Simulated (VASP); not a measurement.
Sb, 2 atoms in the cell. Symmetry: P6_3/mmc, No. 194, hexagonal system. Conventional cell: a = 2.831 Å, b = 2.831 Å, c = 4.518 Å, α = 90.00°, β = 90.00°, γ = 120.00°. Sb (site symmetry -6m2) has 12 Sb at 2.79 to 2.83 Å within 3.7 Å.  This cell differs from its parent crystal: volume scaled by 0.6.

```yaml
Program: VASP 6.6.1
Task: single point
Functional: PBEsol
Potentials_or_basis: VASP PAW PBE potentials, release 64 (Sb)
Cutoff: 520 eV
k_mesh: 13 × 13 × 7
Occupations: fermi-dirac, width 0.1 eV
Spin: no spin polarisation
Dipole_correction: no
Further_INCAR_settings: ALGO = Normal; EDIFF = 1e-07; NBANDS = 12
```

Potentials or basis: VASP PAW PBE potentials, release 64 (Sb).

Command:

```bash
$ cat potpaw_PBE.64/Sb/POTCAR > POTCAR
$ mpirun -np 1 vasp_std > vasp.out
```

Hardware: 1 thread of Intel Xeon 6975P-C, on a shared host.

Estimate the wall time of this run.

It took 35 s on 1 thread of Intel Xeon 6975P-C (shared host), peak memory 0.17 GiB. Counts: scf iterations 12, k points 84.
